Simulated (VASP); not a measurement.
# S (P1) in VASP: single point with PBE

Aim: the single point of S with PBE.

All numbers are computed with VASP 6.6.1; they aren't measurements. Logs are shortened: lines on timing, memory, paths and dates and some standing lists are left out, and cuts for length are marked.

## Step 1: The cell of the first run

The typed cell holds 6 atoms: a = 8.741 Å, b = 5.650 Å, c = 5.646 Å, α = 134.06°, β = 94.44°, γ = 94.62°.

The cell was generated, and may not be a known phase.

## Step 2: Single point, PBE

INCAR reads:

```
SYSTEM = S
PREC     = Accurate       ! precision mode
ENCUT    = 520            ! plane-wave cutoff, eV
EDIFF    = 1E-6           ! SCF threshold, eV
ISMEAR   = 0              ! smearing method
SIGMA    = 0.1            ! smearing width, eV
LREAL    = .FALSE.        ! projectors in reciprocal space
LASPH    = .TRUE.         ! aspherical terms in the spheres
NELM     = 100            ! most SCF steps
ALGO     = Normal         ! electronic algorithm
ISIF     = 2              ! what is computed and relaxed
LWAVE    = .FALSE.        ! write WAVECAR
LCHARG   = .FALSE.        ! write CHGCAR
GGA      = PE             ! functional
NBANDS   = 27             ! bands
```

KPOINTS reads:

```
Automatic mesh
0
G
  4 4 4
  0 0 0
```

POSCAR reads:

```
S
1.0
    8.5891586780     -0.5904359251     -1.5090613198
   -0.1743081553      5.6198694255     -0.5546203964
    0.0909675696     -3.5080497130      4.4235595670
S
6
Direct
    0.6155881886      0.2015346186      0.7845059654
    0.1163568482      1.3157790579      0.6909754530
    0.9612432872      0.9784014041      0.2354918235
    0.1014298455      0.7836072108     -0.1222699453
    0.5983746083      0.3868707528      0.2512561402
    0.4597085050      0.7467721466      0.4462967727
```

Potentials or basis: VASP PAW PBE potentials, release 64 (S).

Started as:

```bash
$ cat potpaw_PBE.64/S/POTCAR > POTCAR
$ mpirun -np 1 vasp_std > vasp.out
```

OUTCAR:

```text
SYSTEM = S
   PREC = Accurate
   ENCUT = 520
   EDIFF = 1E-6
   ISMEAR = 0
   LREAL = .FALSE.
   LASPH = .TRUE.
   NELM = 100
   ISIF = 2
   GGA = PE

 ion  position               nearest neighbor table
   1  0.616  0.202  0.785-   5 2.08   6 2.08
   2  0.116  0.316  0.691-   3 2.08   4 2.08
   3  0.961  0.978  0.235-   4 2.07   2 2.08
   4  0.101  0.784  0.878-   3 2.07   2 2.08
   5  0.598  0.387  0.251-   6 2.08   1 2.08
   6  0.460  0.747  0.446-   5 2.08   1 2.08

  LATTYP: Found a triclinic cell.
 ALAT       =     4.4085619489
 B/A-ratio  =     3.6832566516
 C/A-ratio  =     1.2815653255
 COS(alpha) =     0.0138226587
 COS(beta)  =     0.3909177716
 COS(gamma) =     0.7874562642

  Lattice vectors:

 A1 = (   0.0833405857,  -2.1118197125,  -3.8689391706)
 A2 = (   8.6648722798,  -1.3060256371, -13.6704992280)
 A3 = (   0.1743081553,  -5.6198694255,   0.5546203964)

Analysis of symmetry for initial positions (statically):
=====================================================================
 Subroutine PRICEL returns:
 Original cell was already a primitive cell.

 Routine SETGRP: Setting up the symmetry group for a
 triclinic supercell.

 Subroutine GETGRP returns: Found  1 space group operations
 (whereof  1 operations were pure point group operations)
 out of a pool of  2 trial point group operations.

The static configuration has the point symmetry C_1 .

Analysis of symmetry for dynamics (positions and initial velocities):
=====================================================================
 Subroutine PRICEL returns:
 Original cell was already a primitive cell.

 Routine SETGRP: Setting up the symmetry group for a
 triclinic supercell.

 Subroutine GETGRP returns: Found  1 space group operations
 (whereof  1 operations were pure point group operations)
 out of a pool of  2 trial point group operations.

The dynamic configuration has the point symmetry C_1 .

 Subroutine INISYM returns: Found  1 space group operations
 (whereof  1 operations are pure point group operations),
 and found     1 'primitive' translations

----------------------------------------------------------------------------------------

                                     Primitive cell

  volume of cell :     196.2369

  direct lattice vectors                    reciprocal lattice vectors
     8.589158678 -0.590435925 -1.509061320     0.116768029  0.003672144  0.000510892
    -0.174308155  5.619869426 -0.554620396     0.040286472  0.194315844  0.153271334
     0.090967570 -3.508049713  4.423559567     0.044885530  0.025615801  0.245453545

  length of vectors
     8.740682321  5.649860129  5.646465012     0.116826873  0.250746383  0.250835250

  position of ions in fractional coordinates (direct lattice)
     0.615588189  0.201534619  0.784505965
     0.116356848  0.315779058  0.690975453
     0.961243287  0.978401404  0.235491823
     0.101429846  0.783607211  0.877730055
     0.598374608  0.386870753  0.251256140
     0.459708505  0.746772147  0.446296773

  ion indices of the primitive-cell ions
   primitive index   ion index
                 1           1
                 2           2
                 3           3
                 4           4
                 5           5
                 6           6

----------------------------------------------------------------------------------------

 KPOINTS: Automatic mesh

Automatic generation of k-mesh.
 Grid dimensions read from file:
 generate k-points for:    4    4    4

 Generating k-lattice:

  Cartesian coordinates                     Fractional coordinates (reciprocal lattice)
     0.029192007  0.000918036  0.000127723     0.250000000 -0.000000000  0.000000000
     0.010071618  0.048578961  0.038317834     0.000000000  0.250000000  0.000000000
     0.011221382  0.006403950  0.061363386     0.000000000  0.000000000  0.250000000

  Length of vectors
     0.029206718  0.062686596  0.062708812

  Shift w.r.t. Gamma in fractional coordinates (k-lattice)
     0.000000000  0.000000000  0.000000000

 Subroutine IBZKPT returns following result:
 ===========================================

 Found     36 irreducible k-points:

 Following reciprocal coordinates:
            Coordinates               Weight
  0.000000  0.000000  0.000000      1.000000
  0.250000  0.000000  0.000000      2.000000
  0.500000  0.000000  0.000000      1.000000
 -0.000000  0.250000  0.000000      2.000000
  0.250000  0.250000 -0.000000      2.000000
  0.500000  0.250000 -0.000000      2.000000
[... 16 lines left out ...]
  0.000000 -0.250000  0.250000      2.000000
  0.250000 -0.250000  0.250000      2.000000
 [... further k-points ...]
   k-points           NKPTS =     36   k-points in BZ     NKDIM =     36   number of bands    NBANDS=     27
   number of dos      NEDOS =    301   number of ions     NIONS =      6
   total plane-waves  NPLWV = 123480
   dimension x,y,z NGX =    70 NGY =   42 NGZ =   42
   dimension x,y,z NGXF=   140 NGYF=   84 NGZF=   84
   ions per type =               6
   NGX,Y,Z   is equivalent  to a cutoff of  13.31, 12.36, 12.37 a.u.
   NGXF,Y,Z  is equivalent  to a cutoff of  26.63, 24.72, 24.73 a.u.
 SYSTEM =  S
   PREC   = accura    normal or accurate (medium, high low for compatibility)
   ISTART =      0    job   : 0-new  1-cont  2-samecut
   ICHARG =      2    charge: 1-file 2-atom 10-const
   ISPIN  =      1    spin polarized calculation?
   LNONCOLLINEAR =      F non collinear calculations
   LSORBIT =      F    spin-orbit coupling
   LASPH  =      T    aspherical Exc in radial PAW
   ENCUT  =  520.0 eV  38.22 Ry    6.18 a.u.  16.25 10.50 10.50*2*pi/ulx,y,z
   NELM   =    100;   NELMIN=  2; NELMDL= -5     # of ELM steps
   EDIFF  = 0.1E-05   stopping-criterion for ELM
   LREAL  =      F    real-space projection
   EDIFFG = 0.1E-04   stopping-criterion for IOM
   NSW    =      0    number of steps for IOM
   IBRION =     -1    ionic relax: 0-MD 1-quasi-New 2-CG
   NFREE  =      0    steps in history (QN), initial steepest desc. (CG)
   ISIF   =      2    stress and relaxation
   ISYM   =      2    0-nonsym 1-usesym 2-fastsym
   POTIM  = 0.5000    time-step for ionic-motion
   TEBEG  =    0.0;   TEEND  =   0.0 temperature during run
   PSTRESS=    0.0 pullay stress
   NELECT =      36.0000    total number of electrons
   NUPDOWN=      -1.0000    fix difference up-down
   EMIN   =  10.00;   EMAX   =-10.00  energy-range for DOS
   EFERMI =   0.00;   METHOD = LEGACY
   ISMEAR =     0;   SIGMA  =   0.10  broadening in eV -4-tet -1-fermi 0-gaus
   EFERMI_NEDOS =   21; number of points for ismear=-14 and -15
   IALGO  =     38    algorithm
   IMIX   =      4    mixing-type and parameters
     AMIX     =   0.40;   BMIX     =  1.00
     AMIX_MAG =   1.60;   BMIX_MAG =  1.00
  volume/ion in A,a.u.               =      32.71       220.71
  Fermi-wavevector in a.u.,A,eV,Ry     =   0.930212  1.757847 11.773055  0.865295
  Thomas-Fermi vector in A             =   2.056577
   LORBIT       =      0    0 simple, 1 ext, 2 COOP (PROOUT), +10 PAW based schemes
   GGA     = PE    functional components
   LHFCALC =     F    Hartree Fock is set to
   AEXX    =    0.0000 exact exchange contribution
   IVDW    =     0    specifies the selected vdW correction
   LEPSILON=     F    determine dielectric tensor
   LRPA    =     F    only Hartree local field effects (RPA)
 non-spin polarized calculation
 Gauss-broadening in eV      SIGMA  =   0.10
  energy-cutoff  :      520.00
  volume of cell :      196.24
 maximum number of plane-waves:      5311
 NGX is ok and might be reduce to    70
   NGX = 33   NGY = 21   NGZ = 21

 number of electron      35.9999998 magnetization

 Free energy of the ion-electron system (eV)
  ---------------------------------------------------
  ext. energy  EPLUGINS =         0.00000000
  ---------------------------------------------------
  free energy    TOTEN  =       -24.56029362 eV

  energy without entropy =      -24.56029362  energy(sigma->0) =      -24.56029362

 E-fermi :   0.4646     XC(G=0):  -7.0759

 val. band max:        0.0063295684   @ k =  -0.0000   0.5000   0.2500
 cond. band min:       2.3996068492   @ k =   0.5000   0.0000   0.5000
 fundamental gap:      2.3932772809
 Fermi energy:         0.4645660990

 k-point     1 :       0.0000    0.0000    0.0000
  band No.  band energies     occupation
      1     -15.8723      2.00000
      2     -15.8134      2.00000
      3     -11.0175      2.00000
      4     -10.9058      2.00000
      5     -10.8789      2.00000
      6     -10.8708      2.00000
[... 19 lines left out ...]
     26       6.6849      0.00000
     27       7.3888      0.00000

 k-point     2 :       0.2500    0.0000    0.0000
  band No.  band energies     occupation
      1     -15.8639      2.00000
      2     -15.8222      2.00000
      3     -10.9964      2.00000
      4     -10.9049      2.00000
      5     -10.8894      2.00000
      6     -10.8824      2.00000
[... 19 lines left out ...]
     26       6.4133      0.00000
     27       7.4872      0.00000

 k-point     3 :       0.5000    0.0000    0.0000
  band No.  band energies     occupation
      1     -15.8445      2.00000
      2     -15.8419      2.00000
      3     -10.9482      2.00000
      4     -10.9429      2.00000
      5     -10.8923      2.00000
      6     -10.8895      2.00000
[... 19 lines left out ...]
     26       6.0366      0.00000
     27       7.6105      0.00000

 k-point     4 :      -0.0000    0.2500    0.0000
  band No.  band energies     occupation
      1     -15.5024      2.00000
      2     -15.4532      2.00000
      3     -12.8170      2.00000
      4     -12.7916      2.00000
      5      -9.2351      2.00000
      6      -9.1509      2.00000
[... 19 lines left out ...]
     26       7.3013      0.00000
     27       7.6036      0.00000
[... 516 lines left out ...]
      4     -12.8223      2.00000
      5      -9.3145      2.00000
      6      -9.1694      2.00000
[... 19 lines left out ...]
     26       7.2840      0.00000
     27       7.5535      0.00000

 k-point    23 :       0.0000   -0.2500    0.2500
  band No.  band energies     occupation
      1     -15.8520      2.00000
      2     -15.8091      2.00000
      3     -11.0118      2.00000
      4     -10.9482      2.00000
      5     -10.9318      2.00000
      6     -10.8877      2.00000
[... 19 lines left out ...]
     26       6.7741      0.00000
     27       7.4871      0.00000

 k-point    24 :       0.2500   -0.2500    0.2500
  band No.  band energies     occupation
      1     -15.8458      2.00000
      2     -15.8154      2.00000
      3     -11.0024      2.00000
      4     -10.9539      2.00000
      5     -10.9279      2.00000
      6     -10.8954      2.00000
[... 19 lines left out ...]
     26       6.6114      0.00000
     27       7.5505      0.00000

 [... further k-points ...]

------------------------ aborting loop because EDIFF is reached ----------------------------------------

  FORCE on cell =-STRESS in cart. coord.  units (eV):
  Direction    XX          YY          ZZ          XY          YZ          ZX
  --------------------------------------------------------------------------------------
  -------------------------------------------------------------------------------------
  Total       -0.2267059     -0.4316204     -0.5342980     -0.0308510     -0.1566111     -0.0446390
  in kB       -1.8509418     -3.5239684     -4.3622802     -0.2518830     -1.2786525     -0.3644557
  external PRESSURE =      -3.2457301 kB  Pullay stress =       0.0000000 kB

 VOLUME and BASIS-vectors are now :
 -----------------------------------------------------------------------------
  energy-cutoff  :      520.00
  volume of cell :      196.24
      direct lattice vectors                 reciprocal lattice vectors
     8.589158678 -0.590435925 -1.509061320     0.116768029  0.003672144  0.000510892
    -0.174308155  5.619869426 -0.554620396     0.040286472  0.194315844  0.153271334
     0.090967570 -3.508049713  4.423559567     0.044885530  0.025615801  0.245453545

 POSITION                                       TOTAL-FORCE (eV/Angst)
 -----------------------------------------------------------------------------------
      5.32362     -1.98295      2.42957        -0.059343     -0.119936      0.045699
      1.00722     -0.71804      2.70584        -0.060647      0.097118     -0.057496
      8.10715      4.10482     -0.95150         0.096754      0.023555      0.006098
      0.81445      1.26476      3.29502        -0.037934     -0.122669      0.049066
      5.09496      0.93944     -0.00610        -0.041118      0.131201     -0.051363
      3.85894      2.35970      0.86632         0.102288     -0.009267      0.007997
 -----------------------------------------------------------------------------------
    total drift:                               -0.000041     -0.000396      0.000041

  FREE ENERGIE OF THE ION-ELECTRON SYSTEM (eV)
  ---------------------------------------------------
  free  energy   TOTEN  =       -24.5602936241 eV

  energy  without entropy=      -24.5602936241  energy(sigma->0) =      -24.56029362
```

Run time: 1.9 min. Hardware: 1 thread of Intel Xeon 6975P-C (Granite Rapids), shared host; peak memory 0.36 GiB.

Results:

- Free energy: -24.5603 eV
- Pressure: -0.3 GPa
- Largest force: 0.147 eV/Å
- Band gap on the k mesh: 2.39 eV (least direct gap 2.53 eV)

Forces in eV/Å, atoms in the order of the input:
```
S   -0.059 -0.120  0.046
S   -0.061  0.097 -0.057
S    0.097  0.024  0.006
S   -0.038 -0.123  0.049
S   -0.041  0.131 -0.051
S    0.102 -0.009  0.008
```

Levels at points of the mesh, in eV from the valence-band top:
```tsv
k point	band 16	band 17	band 18	band 19	band 20	band 21
(0.00, 0.00, 0.00)	-1.99	-0.31	-0.10	3.44	3.98	4.00
(0.50, 0.00, 0.00)	-2.03	-0.21	-0.20	3.71	3.72	3.96
(0.00, 0.50, 0.00)	-0.29	-0.22	-0.14	2.40	2.67	3.25
(0.50, 0.50, 0.00)	-0.28	-0.19	-0.17	2.40	2.73	3.27
(0.00, 0.00, 0.50)	-0.30	-0.23	-0.15	2.40	2.68	3.25
(0.50, 0.00, 0.50)	-0.28	-0.19	-0.17	2.39	2.74	3.25
(0.00, 0.50, 0.50)	-1.85	-0.17	-0.10	3.28	3.31	4.06
(0.50, 0.50, 0.50)	-1.91	-0.14	-0.13	3.49	3.50	4.02
```

A k mesh can miss the band edges.
